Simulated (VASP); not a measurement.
# Cd2Cl3 (P-3m1) in VASP: single point with PBE

Aim: the single point of Cd2Cl3 with PBE.

Program: VASP 6.6.1. These are calculated values, not measurements. Logs are shortened: lines on timing, memory, paths and dates and some standing lists are left out, and cuts for length are marked.

### Step 1. The cell of the first run

The structure is trigonal, space group P-3m1 (No. 164). The conventional cell has a = 4.088 Å, b = 4.088 Å, c = 9.954 Å, α = 90.00°, β = 90.00°, γ = 120.00°. Cd (site symmetry 3m) has 6 Cl at 2.69 to 2.97 Å within 3.6 Å. Within 3.9 Å of Cl (site symmetry -3m) lie 6 Cd at 2.97 Å and 6 Cl at 3.90 Å. Within 3.6 Å of Cl (site symmetry 3m) lie 3 Cd at 2.69 Å.

### Step 2. Single point, PBE

INCAR

```
PREC = Accurate
ENCUT = 520
EDIFF = 1E-6
ISMEAR = 0
SIGMA = 0.1
LREAL = F
LASPH = T
NELM = 80
ALGO = Normal
ISIF = 2
LWAVE = F
LCHARG = T
GGA = PE
LELF = T
LVHAR = T
NBANDS = 30
```

KPOINTS

```
Automatic mesh
0
Gamma
  12 12 4
```

POSCAR

```
Cd2Cl3
1.0
    4.0878360208      0.0000000000      0.0000000000
   -2.0439180104      3.5401698405      0.0000000000
    0.0000000000      0.0000000000      9.9542126304
Cd Cl
2 3
Direct
    0.3333333333      0.6666666667      0.1809172720
    0.6666666667      0.3333333333      0.8190827280
    0.0000000000      0.0000000000      0.0000000000
    0.3333333333      0.6666666667      0.6883988838
    0.6666666667      0.3333333333      0.3116011162
```

Potentials or basis: VASP PAW PBE potentials, release 64 (Cd, Cl).

Run with:

```console
> cat potpaw_PBE.64/Cd/POTCAR potpaw_PBE.64/Cl/POTCAR > POTCAR
> mpirun -np 1 vasp_std > vasp.out
```

OUTCAR:

```text
PREC = Accurate
   ENCUT = 520
   EDIFF = 1E-6
   ISMEAR = 0
   LREAL = F
   LASPH = T
   NELM = 80
   ISIF = 2
   GGA = PE

 ion  position               nearest neighbor table
   1  0.333  0.667  0.181-   5 2.69   5 2.69   5 2.69   3 2.97   3 2.97   3 2.97
   2  0.667  0.333  0.819-   4 2.69   4 2.69   4 2.69   3 2.97   3 2.97   3 2.97
   3  0.000  0.000  0.000-   1 2.97   2 2.97   1 2.97   2 2.97   2 2.97   1 2.97
   4  0.333  0.667  0.688-   2 2.69   2 2.69   2 2.69
   5  0.667  0.333  0.312-   1 2.69   1 2.69   1 2.69

  LATTYP: Found a hexagonal cell.
 ALAT       =     4.0878360208
 C/A-ratio  =     2.4350811969

  Lattice vectors:

 A1 = (   4.0878360208,   0.0000000000,   0.0000000000)
 A2 = (  -2.0439180104,   3.5401698405,   0.0000000000)
 A3 = (   0.0000000000,   0.0000000000,   9.9542126304)

Analysis of symmetry for initial positions (statically):
=====================================================================
 Subroutine PRICEL returns:
 Original cell was already a primitive cell.

 Routine SETGRP: Setting up the symmetry group for a
 hexagonal supercell.

 Subroutine GETGRP returns: Found 12 space group operations
 (whereof 12 operations were pure point group operations)
 out of a pool of 24 trial point group operations.

The static configuration has the point symmetry D_3d.

Analysis of symmetry for dynamics (positions and initial velocities):
=====================================================================
 Subroutine PRICEL returns:
 Original cell was already a primitive cell.

 Routine SETGRP: Setting up the symmetry group for a
 hexagonal supercell.

 Subroutine GETGRP returns: Found 12 space group operations
 (whereof 12 operations were pure point group operations)
 out of a pool of 24 trial point group operations.

The dynamic configuration has the point symmetry D_3d.

 Subroutine INISYM returns: Found 12 space group operations
 (whereof 12 operations are pure point group operations),
 and found     1 'primitive' translations

----------------------------------------------------------------------------------------

                                     Primitive cell

  volume of cell :     144.0537

  direct lattice vectors                    reciprocal lattice vectors
     4.087836021  0.000000000  0.000000000     0.244628208  0.141236162  0.000000000
    -2.043918010  3.540169840  0.000000000     0.000000000  0.282472323  0.000000000
     0.000000000  0.000000000  9.954212630     0.000000000  0.000000000  0.100459980

  length of vectors
     4.087836021  4.087836021  9.954212630     0.282472323  0.282472323  0.100459980

  position of ions in fractional coordinates (direct lattice)
     0.333333333  0.666666667  0.180917272
     0.666666667  0.333333333  0.819082728
     0.000000000  0.000000000  0.000000000
     0.333333333  0.666666667  0.688398884
     0.666666667  0.333333333  0.311601116

  ion indices of the primitive-cell ions
   primitive index   ion index
                 1           1
                 2           2
                 3           3
                 4           4
                 5           5

----------------------------------------------------------------------------------------

 KPOINTS: Automatic mesh

Automatic generation of k-mesh.
 Grid dimensions read from file:
 generate k-points for:   12   12    4

 Generating k-lattice:

  Cartesian coordinates                     Fractional coordinates (reciprocal lattice)
     0.020385684  0.011769680  0.000000000     0.083333333  0.000000000  0.000000000
     0.000000000  0.023539360  0.000000000     0.000000000  0.083333333  0.000000000
     0.000000000  0.000000000  0.025114995     0.000000000  0.000000000  0.250000000

  Length of vectors
     0.023539360  0.023539360  0.025114995

  Shift w.r.t. Gamma in fractional coordinates (k-lattice)
     0.000000000  0.000000000  0.000000000

 Subroutine IBZKPT returns following result:
 ===========================================

 Found     69 irreducible k-points:

 Following reciprocal coordinates:
            Coordinates               Weight
  0.000000  0.000000  0.000000      1.000000
  0.083333 -0.000000  0.000000      6.000000
  0.166667  0.000000  0.000000      6.000000
  0.250000  0.000000  0.000000      6.000000
  0.333333  0.000000  0.000000      6.000000
  0.416667 -0.000000  0.000000      6.000000
[... 16 lines left out ...]
  0.166667  0.000000  0.250000      6.000000
  0.000000  0.166667  0.250000      6.000000
 [... further k-points ...]
   k-points           NKPTS =     69   k-points in BZ     NKDIM =     69   number of bands    NBANDS=     30
   number of dos      NEDOS =    301   number of ions     NIONS =      5
   total plane-waves  NPLWV =  72000
   dimension x,y,z NGX =    30 NGY =   30 NGZ =   80
   dimension x,y,z NGXF=    60 NGYF=   60 NGZF=  160
   ions per type =               2   3
   NGX,Y,Z   is equivalent  to a cutoff of  12.20, 12.20, 13.36 a.u.
   NGXF,Y,Z  is equivalent  to a cutoff of  24.40, 24.40, 26.72 a.u.
 SYSTEM =  unknown system
   PREC   = accura    normal or accurate (medium, high low for compatibility)
   ISTART =      0    job   : 0-new  1-cont  2-samecut
   ICHARG =      2    charge: 1-file 2-atom 10-const
   ISPIN  =      1    spin polarized calculation?
   LNONCOLLINEAR =      F non collinear calculations
   LSORBIT =      F    spin-orbit coupling
   LASPH  =      T    aspherical Exc in radial PAW
   ENCUT  =  520.0 eV  38.22 Ry    6.18 a.u.   7.60  7.60 18.51*2*pi/ulx,y,z
   NELM   =     80;   NELMIN=  2; NELMDL= -5     # of ELM steps
   EDIFF  = 0.1E-05   stopping-criterion for ELM
   LREAL  =      F    real-space projection
   EDIFFG = 0.1E-04   stopping-criterion for IOM
   NSW    =      0    number of steps for IOM
   IBRION =     -1    ionic relax: 0-MD 1-quasi-New 2-CG
   NFREE  =      0    steps in history (QN), initial steepest desc. (CG)
   ISIF   =      2    stress and relaxation
   ISYM   =      2    0-nonsym 1-usesym 2-fastsym
   POTIM  = 0.5000    time-step for ionic-motion
   TEBEG  =    0.0;   TEEND  =   0.0 temperature during run
   PSTRESS=    0.0 pullay stress
   NELECT =      45.0000    total number of electrons
   NUPDOWN=      -1.0000    fix difference up-down
   EMIN   =  10.00;   EMAX   =-10.00  energy-range for DOS
   EFERMI =   0.00;   METHOD = LEGACY
   ISMEAR =     0;   SIGMA  =   0.10  broadening in eV -4-tet -1-fermi 0-gaus
   EFERMI_NEDOS =   21; number of points for ismear=-14 and -15
   IALGO  =     38    algorithm
   IMIX   =      4    mixing-type and parameters
     AMIX     =   0.40;   BMIX     =  1.00
     AMIX_MAG =   1.60;   BMIX_MAG =  1.00
  volume/ion in A,a.u.               =      28.81       194.42
  Fermi-wavevector in a.u.,A,eV,Ry     =   1.110804  2.099116 16.788038  1.233886
  Thomas-Fermi vector in A             =   2.247360
   LORBIT       =      0    0 simple, 1 ext, 2 COOP (PROOUT), +10 PAW based schemes
   GGA     = PE    functional components
   LHFCALC =     F    Hartree Fock is set to
   AEXX    =    0.0000 exact exchange contribution
   IVDW    =     0    specifies the selected vdW correction
   LEPSILON=     F    determine dielectric tensor
   LRPA    =     F    only Hartree local field effects (RPA)
 non-spin polarized calculation
 Gauss-broadening in eV      SIGMA  =   0.10
  energy-cutoff  :      520.00
  volume of cell :      144.05
 maximum number of plane-waves:      3907
   NGX = 15   NGY = 15   NGZ = 37

 number of electron      45.0000017 magnetization

 Free energy of the ion-electron system (eV)
  ---------------------------------------------------
  ext. energy  EPLUGINS =         0.00000000
  ---------------------------------------------------
  free energy    TOTEN  =       -10.78675763 eV

  energy without entropy =      -10.77530819  energy(sigma->0) =      -10.78103291

 E-fermi :   2.1176     XC(G=0):  -8.2547

 val. band max:        2.0969561265   @ k =   0.0000   0.3333   0.2500
 cond. band min:       2.1335606379   @ k =   0.4167   0.1667   0.0000
 fundamental gap:      0.0366045114
 Fermi energy:         2.1175598217

 k-point     1 :       0.0000    0.0000    0.0000
  band No.  band energies     occupation
      1     -14.8616      2.00000
      2     -14.3761      2.00000
      3     -14.3256      2.00000
      4      -7.4384      2.00000
      5      -7.4384      2.00000
      6      -7.3663      2.00000
[... 22 lines left out ...]
     29       7.7582      0.00000
     30       8.1436      0.00000

 k-point     2 :       0.0833   -0.0000    0.0000
  band No.  band energies     occupation
      1     -14.8451      2.00000
      2     -14.3662      2.00000
      3     -14.3216      2.00000
      4      -7.4288      2.00000
      5      -7.4187      2.00000
      6      -7.3680      2.00000
[... 22 lines left out ...]
     29       7.4985      0.00000
     30       7.9873      0.00000

 k-point     3 :       0.1667    0.0000    0.0000
  band No.  band energies     occupation
      1     -14.8001      2.00000
      2     -14.3393      2.00000
      3     -14.3099      2.00000
      4      -7.4051      2.00000
      5      -7.3664      2.00000
      6      -7.3629      2.00000
[... 22 lines left out ...]
     29       7.4098      0.00000
     30       7.8847      0.00000

 k-point     4 :       0.2500    0.0000    0.0000
  band No.  band energies     occupation
      1     -14.7387      2.00000
      2     -14.3027      2.00000
      3     -14.2917      2.00000
      4      -7.3819      2.00000
      5      -7.3518      2.00000
      6      -7.3170      2.00000
[... 22 lines left out ...]
     29       7.4013      0.00000
     30       7.7755      0.00000

 k-point     5 :       0.3333    0.0000    0.0000
  band No.  band energies     occupation
      1     -14.6782      2.00000
      2     -14.2701      2.00000
      3     -14.2661      2.00000
      4      -7.3730      2.00000
      5      -7.3254      2.00000
      6      -7.2979      2.00000
[... 22 lines left out ...]
     29       7.4169      0.00000
     30       7.5469      0.00000
[... 526 lines left out ...]
     29       7.6249      0.00000
     30       8.0739      0.00000

 k-point    22 :       0.0000    0.0833    0.2500
  band No.  band energies     occupation
      1     -14.8435      2.00000
      2     -14.3850      2.00000
      3     -14.3044      2.00000
      4      -7.4290      2.00000
      5      -7.4185      2.00000
      6      -7.3679      2.00000
[... 22 lines left out ...]
     29       7.7491      0.00000
     30       7.9953      0.00000

 k-point    23 :       0.1667    0.0000    0.2500
  band No.  band energies     occupation
      1     -14.7988      2.00000
      2     -14.3572      2.00000
      3     -14.2932      2.00000
      4      -7.4055      2.00000
      5      -7.3664      2.00000
      6      -7.3628      2.00000
[... 22 lines left out ...]
     29       7.4867      0.00000
     30       7.9845      0.00000

 k-point    24 :       0.0000    0.1667    0.2500
  band No.  band energies     occupation
      1     -14.7988      2.00000
      2     -14.3567      2.00000
      3     -14.2937      2.00000
      4      -7.4052      2.00000
      5      -7.3668      2.00000
      6      -7.3613      2.00000
[... 22 lines left out ...]
     29       7.4721      0.00000
     30       8.0520      0.00000

 [... further k-points ...]

------------------------ aborting loop because EDIFF is reached ----------------------------------------

  FORCE on cell =-STRESS in cart. coord.  units (eV):
  Direction    XX          YY          ZZ          XY          YZ          ZX
  --------------------------------------------------------------------------------------
  -------------------------------------------------------------------------------------
  Total        0.1340625      0.1340625      0.0865227      0.0000000      0.0000000      0.0000000
  in kB        1.4910541      1.4910541      0.9623130      0.0000000      0.0000000      0.0000000
  external PRESSURE =       1.3148071 kB  Pullay stress =       0.0000000 kB

 VOLUME and BASIS-vectors are now :
 -----------------------------------------------------------------------------
  energy-cutoff  :      520.00
  volume of cell :      144.05
      direct lattice vectors                 reciprocal lattice vectors
     4.087836021  0.000000000  0.000000000     0.244628208  0.141236162  0.000000000
    -2.043918010  3.540169840  0.000000000     0.000000000  0.282472323  0.000000000
     0.000000000  0.000000000  9.954212630     0.000000000  0.000000000  0.100459980

 POSITION                                       TOTAL-FORCE (eV/Angst)
 -----------------------------------------------------------------------------------
     -0.00000      2.36011      1.80089        -0.000000      0.000000     -0.014013
      2.04392      1.18006      8.15332         0.000000      0.000000      0.014013
      0.00000      0.00000      0.00000         0.000000      0.000000      0.000000
     -0.00000      2.36011      6.85247         0.000000     -0.000000     -0.028090
      2.04392      1.18006      3.10174        -0.000000      0.000000      0.028090
 -----------------------------------------------------------------------------------
    total drift:                               -0.000000      0.000000      0.000000

  FREE ENERGIE OF THE ION-ELECTRON SYSTEM (eV)
  ---------------------------------------------------
  free  energy   TOTEN  =       -10.7867576330 eV

  energy  without entropy=      -10.7753081870  energy(sigma->0) =      -10.78103291
```

Run time: 6.5 min. Hardware: 1 thread of Oxide Virtual Turin-like, shared host; peak memory 0.37 GiB.

Results:

* Free energy: -10.7868 eV
* Pressure: 0.1 GPa
* Largest force: 0.028 eV/Å

Forces in eV/Å, atoms in the order of the input:
```
Cd   0.000  0.000 -0.014
Cd   0.000  0.000  0.014
Cl   0.000  0.000  0.000
Cl   0.000  0.000 -0.028
Cl   0.000  0.000  0.028
```

Caveat: this functional lacks dispersion, which binds the layers, so the pressure and a relaxed spacing across them are unreliable; an odd number of electrons without spin polarisation forces a metal; a magnetic or distorted state may lie lower.
